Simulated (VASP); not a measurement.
Runs of VASP 6.6.1 on W. The structure is that of space group Im-3m (No. 229), or close to it. The cells are those of the table. 

```tsv
cell	gap on the mesh (eV)	pressure (GPa)
a = 2.721 Å, angles 110.2, 110.2, 108.1°, 1 atom	none	10.3
a = 2.721 Å, angles 108.1, 108.1, 112.2°, 1 atom	none	(a)
a = 2.744 Å, angles 110.8, 110.8, 106.7°, 1 atom	none	2.1
a = 2.744 Å, angles 108.8, 108.8, 110.8°, 1 atom	none	1.6
```

Alike in all rows: task single point; level r2SCAN; potentials or basis VASP PAW PBE potentials, release 64 (W_sv); no spin polarisation; k mesh 20 × 20 × 20; cutoff (eV) 520; smearing gaussian 0.15 eV.

Problem. Estimate the missing entries.

Solution. (a) 11.0.

Caveats: the PAW data sets were made with another functional, which shifts forces and pressure a little; spin-orbit coupling is left out, which moves the levels of the heavy elements; the stress differs along the axes, from 4 to 14 GPa (at least some runs); the stress differs along the axes, from 4 to 25 GPa (at least some runs); the stress differs along the axes, from -9 to 8 GPa (at least some runs); the stress differs along the axes, from -2 to 8 GPa (at least some runs).

A k mesh can miss the band edges, and the runs leave out spin-orbit coupling on W.

A gap of «none» marks levels without a gap at the run's occupations.
